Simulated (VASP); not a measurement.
HfO2, 3 atoms in the cell. The structure is cubic, space group Fm-3m (No. 225). Conventional cell: a = 5.028 Å, b = 5.028 Å, c = 5.028 Å, α = 90.00°, β = 90.00°, γ = 90.00°. Within 2.9 Å of Hf (site symmetry m-3m) lie 8 O at 2.18 Å. O (site symmetry -43m) has 4 Hf at 2.18 Å and 6 O at 2.51 Å within 2.9 Å. 

- Program: VASP 6.6.1
- Task: single point
- Functional: PBE
- Dispersion: D3(BJ)
- Potentials or basis: VASP PAW PBE potentials, release 64 (Hf_pv, O)
- Cutoff: 520 eV
- k mesh: 6 × 6 × 6
- Occupations: gaussian, width 0.01 eV
- Spin: no spin polarisation
- Dipole correction: no
- Further INCAR settings: ALGO = Normal; EDIFF = 1e-06; NBANDS = 18

Potentials or basis: VASP PAW PBE potentials, release 64 (Hf_pv, O).

Launch:

```console
$ cat potpaw_PBE.64/Hf_pv/POTCAR potpaw_PBE.64/O/POTCAR > POTCAR
$ mpirun -np 1 vasp_std > vasp.out
```

Hardware: 1 thread of Intel Xeon 8259CL, on a shared host.

Task: Estimate the wall time of this run.

Result: Run time: 18 s on 1 thread of Intel Xeon 8259CL (shared host), peak memory 0.17 GiB. Counts: scf iterations 13, k points 16.
